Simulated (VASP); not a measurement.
Runs of VASP 6.6.1 on C. The structure is that of space group P6_3/mmc (No. 194), or close to it. The cells are those of the table. 

```tsv
cell	gap on the mesh (eV)	pressure (GPa)
a = 2.662, b = 2.662, c = 6.199 Å, angles 90.0, 90.0, 120.0°, 4 atoms	none	-48.5
a = 2.662, b = 2.662, c = 6.738 Å, angles 90.0, 90.0, 120.0°, 4 atoms	none	-45.6
a = 2.564, b = 2.564, c = 6.469 Å, angles 90.0, 90.0, 120.0°, 4 atoms	none	(b)
a = 2.465, b = 2.465, c = 7.278 Å, angles 90.0, 90.0, 120.0°, 4 atoms	none	0.0
a = 2.662, b = 2.662, c = 6.469 Å, angles 90.0, 90.0, 120.0°, 4 atoms	none	-47.1
a = 2.564, b = 2.564, c = 6.738 Å, angles 90.0, 90.0, 120.0°, 4 atoms	none	-27.7
a = 2.268, b = 2.268, c = 6.199 Å, angles 90.0, 90.0, 120.0°, 4 atoms	none	(a)
a = 2.465, b = 2.465, c = 7.008 Å, angles 90.0, 90.0, 120.0°, 4 atoms	none	0.1
a = 2.564, b = 2.564, c = 7.278 Å, angles 90.0, 90.0, 120.0°, 4 atoms	none	-26.0
a = 2.564, b = 2.564, c = 7.008 Å, angles 90.0, 90.0, 120.0°, 4 atoms	none	-26.9
```

Alike in all rows: task single point; level PBE+D3(BJ); potentials or basis VASP PAW PBE potentials, release 64 (C); no spin polarisation; k mesh 24 × 24 × 8; cutoff (eV) 520; smearing gaussian 0.15 eV.

Task: Fill in the values left out.

Result: (a) 107.3; (b) -28.5.

Caveats: the stress differs along the axes, from -75 to 5 GPa (at least some runs); the stress differs along the axes, from -69 to 1 GPa (at least some runs); the stress differs along the axes, from -44 to 2 GPa (at least some runs); the stress differs along the axes, from -72 to 2 GPa (at least some runs); the stress differs along the axes, from -42 to 0 GPa (at least some runs); the stress differs along the axes, from 4 to 159 GPa (at least some runs); the stress differs along the axes, from -38 to -1 GPa (at least some runs).

A gap of «none» marks levels without a gap at the run's occupations.
